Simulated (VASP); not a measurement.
Here is a VASP 6.6.1 calculation.

The input POSCAR:

```
CdF2
1.0
    0.0000000000      2.6940000000      2.6940000000
    2.6940000000      0.0000000000      2.6940000000
    2.6940000000      2.6940000000      0.0000000000
Cd F
1 2
Direct
    0.0000000000      0.0000000000      0.0000000000
    0.2500000000      0.2500000000      0.2500000000
    0.7500000000      0.7500000000      0.7500000000
```

The input INCAR.step1:

```
  PREC = Accurate
  ENCUT = 660
  ISMEAR = 0
  SIGMA = 0.05
  LREAL = False
  LASPH = True
  NELM = 120
  NBANDS = 24
  GGA = PE
  ALGO = Normal
  EDIFF = 1E-5
  LWAVE = True
  LCHARG = False
  GGA_COMPAT = False
```

File INCAR.step2:

```
  PREC = Accurate
  ENCUT = 660
  EDIFF = 1E-6
  ISMEAR = 0
  SIGMA = 0.05
  LREAL = False
  LASPH = True
  NELM = 120
  ALGO = Normal
  ISIF = 2
  LWAVE = False
  LCHARG = False
  METAGGA = R2SCAN
  LMIXTAU = True
  NBANDS = 24
  ISTART = 1
  GGA_COMPAT = False
```

KPOINTS

```
Automatic mesh
0
Gamma
  8 8 8
```

Potentials or basis: VASP PAW PBE potentials, release 64 (Cd_sv_GW, F).

Run with:

```console
$ cat potpaw_PBE.64/Cd_sv_GW/POTCAR potpaw_PBE.64/F/POTCAR > POTCAR
$ cp INCAR.step1 INCAR
$ mpirun -np 1 vasp_std > vasp.out
$ cp INCAR.step2 INCAR
$ mpirun -np 1 vasp_std > vasp.out
```

(1) Predict the pressure.

(2) Estimate the band gap on the k mesh.

## Answers

(1) -0.5 GPa.

(2) 3.79 eV (least direct gap 4.30 eV).

Caveat: the PAW data sets were made with another functional, which shifts forces and pressure a little.
